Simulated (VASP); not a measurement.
Set up this calculation in VASP 6.6.1, as the native input.

```
Task                   : single point
Functional             : PBE
Potentials or basis    : VASP PAW PBE potentials, release 64 (Hf_pv, N)
Cutoff                 : 520 eV
k mesh                 : 18 × 18 × 18
Occupations            : gaussian, width 0.15 eV
Spin                   : no spin polarisation
Dipole correction      : no
Further INCAR settings : ALGO = Normal; EDIFF = 1e-07; NBANDS = 14
```

The structure of HfN lies in POSCAR:

```
HfN
1.0
    0.0000000000      2.2590000000      2.2590000000
    2.2590000000      0.0000000000      2.2590000000
    2.2590000000      2.2590000000      0.0000000000
Hf N
1 1
Direct
    0.0000000000      0.0000000000      0.0000000000
    0.5939052830      0.5000000000      0.5000000000
```

This cell differs from its parent crystal: all N atoms moved -0.300 Å, as atom 2 towards its neighbour atom 2 (N) at 3.195 Å.

These files were run (other wordings do the same):

INCAR

```
ALGO     = Normal         # electronic algorithm
EDIFF    = 1E-7           # SCF threshold, eV
ENCUT    = 520            # plane-wave cutoff, eV
GGA      = PE             # functional
ISIF     = 2              # what is computed and relaxed
ISMEAR   = 0              # smearing method
LASPH    = True           # aspherical terms in the spheres
LCHARG   = False          # write CHGCAR
LREAL    = False          # projectors in reciprocal space
LWAVE    = False          # write WAVECAR
NBANDS   = 14             # bands
NELM     = 80             # most SCF steps
PREC     = Accurate       # precision mode
SIGMA    = 0.15           # smearing width, eV
```

KPOINTS

```
k-points
0
Gamma
  18 18 18
```

Potentials or basis: VASP PAW PBE potentials, release 64 (Hf_pv, N).

The run is started by

```sh
$ cat potpaw_PBE.64/Hf_pv/POTCAR potpaw_PBE.64/N/POTCAR > POTCAR
$ mpirun -np 1 vasp_std > vasp.out
```

It gave:

```yaml
Pressure: 14.9 GPa
Largest_force: 3.545 eV/Å
```

Caveat: the cell differs from its parent crystal (all N atoms moved -0.300 Å, as atom 2 towards its neighbour atom 2 (N) at 3.195 Å); forces of over 1 eV/Å act on the atoms, so gaps and moduli don't describe the material at rest.

Wall time 2.2 min on 1 thread of AMD EPYC 9R45 96-Core Processor (Zen 5), on a shared host, peak memory 0.35 GiB.
